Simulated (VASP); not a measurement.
Here is a VASP 6.6.1 calculation.

File INCAR:

```
PREC = Accurate
ENCUT = 600
EDIFF = 1E-6
ISMEAR = 0
SIGMA = 0.02
LREAL = F
LASPH = T
NELM = 100
ALGO = Normal
ISIF = 3
LWAVE = F
LCHARG = F
IBRION = 2
NSW = 100
EDIFFG = -0.005
```

The input KPOINTS:

```
regular mesh
0
Gamma
  9 9 9
```

Contents of POSCAR:

```
Na2BrCl
1.0
    2.0360244553      1.1754992673      6.6581171636
   -2.0360244553      1.1754992673      6.6581171636
    0.0000000000     -2.3509985347      6.6581171636
Na Br Cl
2 1 1
Direct
    0.2541929500      0.2541929500      0.2541929500
    0.7458070500      0.7458070500      0.7458070500
    0.5000000000      0.5000000000      0.5000000000
    0.0000000000      0.0000000000      0.0000000000
```

Potentials or basis: VASP PAW LDA potentials, release 64 (Na_pv, Br, Cl).

The run is started by

```console
$ cat potpaw_LDA.64/Na_pv/POTCAR potpaw_LDA.64/Br/POTCAR potpaw_LDA.64/Cl/POTCAR > POTCAR
$ mpirun -np 1 vasp_std > vasp.out
```

Task: Estimate the space group after relaxing (to 0.05 Å).

Result: R-3m (No. 166).

Task: Estimate the relaxed volume.

Result: 22.32 Å³/atom.

Task: Estimate the band gap on the k mesh.

Result: 4.16 eV, direct.

Step by step:
```csv
step,energy change (eV),largest force (eV/Å),pressure (GPa),volume (Å³)
1,0.0000,0.0073,-1.72,95.61
2,-0.0288,0.0154,-0.87,92.10
3,-0.0370,0.0221,-0.09,89.47
4,-0.0371,0.0228,0.03,89.16
5,-0.0371,0.0229,-0.04,89.28
6,-0.0372,0.0170,-0.06,89.28
7,-0.0372,0.0022,-0.03,89.26
```

A k mesh can miss the band edges.
